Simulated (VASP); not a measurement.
Here is a VASP 6.6.1 calculation.

Contents of INCAR:

```
PREC = Accurate
ENCUT = 520
EDIFF = 1E-6
ISMEAR = -1
SIGMA = 0.05
LREAL = F
LASPH = T
NELM = 150
ALGO = Normal
ISIF = 2
LWAVE = F
LCHARG = F
ISPIN = 2
MAGMOM = 4 0
LORBIT = 11
LMAXMIX = 4
LDAU = T
LDAUTYPE = 2
LDAUL = 2 -1
LDAUU = 4.5 0
LDAUJ = 0 0
LDAUPRINT = 1
GGA = PE
NBANDS = 20
```

KPOINTS

```
regular mesh
0
Gamma
  9 9 9
```

POSCAR

```
MnS
1.0
    0.0000000000      2.6595830236      2.6595830236
    2.6595830236      0.0000000000      2.6595830236
    2.6595830236      2.6595830236      0.0000000000
Mn S
1 1
Direct
    0.0000000000      0.0000000000      0.0000000000
    0.5000000000      0.5000000000      0.5000000000
```

Potentials or basis: VASP PAW PBE potentials, release 64 (Mn_pv, S).

Run with:

```sh
$ cat potpaw_PBE.64/Mn_pv/POTCAR potpaw_PBE.64/S/POTCAR > POTCAR
$ mpirun -np 1 vasp_std > vasp.out
```

Problem. Predict the band gap on the k mesh.

Solution. 1.19 eV (least direct gap 2.78 eV).

Problem. Estimate the site moments.

Solution. Mn +4.63; S +0.07 μB.

Eigenvalues of the final occupation matrices:
```tsv
site	spin	trace	eigenvalues
site 1 d	1	4.72	0.94 0.94 0.94 0.96 0.96
site 1 d	2	0.17	0.01 0.01 0.01 0.06 0.06
```

Caveat: an odd mesh through Γ misses points on the zone boundary, where band edges can lie; a cell with one magnetic atom can't hold antiferromagnetic order, which such compounds often take.
